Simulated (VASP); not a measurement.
Write the native input for VASP 6.6.1 that does the following.

```
Task                   : single point
Functional             : LDA
Potentials or basis    : VASP PAW LDA potentials, release 64 (Ge_d)
Cutoff                 : 520 eV
k mesh                 : 7 × 7 × 7
Occupations            : fermi-dirac, width 0.1 eV
Spin                   : no spin polarisation
Dipole correction      : no
Further INCAR settings : ALGO = Normal; EDIFF = 1e-07; NBANDS = 21
```

The structure of Ge lies in POSCAR:

```
Ge
1.0
    0.0000000000      2.8374270000      2.8374270000
    2.8374270000      0.0000000000      2.8374270000
    2.8374270000      2.8374270000      0.0000000000
Ge
2
Direct
    0.5000000000      0.5000000000      0.5000000000
    0.7500000000      0.7500000000      0.7500000000
```

The input as run:

INCAR

```
SYSTEM = Ge
ALGO = Normal
EDIFF = 1E-7
ENCUT = 520
ISIF = 2
ISMEAR = -1
LASPH = .True.
LCHARG = .False.
LREAL = .False.
LWAVE = .False.
NBANDS = 21
NELM = 60
PREC = Accurate
SIGMA = 0.1
```

KPOINTS

```
k-points
0
Gamma
  7 7 7
  0 0 0
```

Potentials or basis: VASP PAW LDA potentials, release 64 (Ge_d).

The run is started by

```console
$ cat potpaw_LDA.64/Ge_d/POTCAR > POTCAR
$ mpirun -np 1 vasp_std > vasp.out
```

It gave:

| Item | Value |
| --- | --- |
| Pressure | -1.6 GPa |
| Band gap on the k mesh | zero (filled and empty bands touch) |

Run time: 12 s on 1 thread of Intel(R) Xeon(R) Platinum 8559C (Emerald Rapids), with other jobs on the host, peak memory 0.12 GiB.
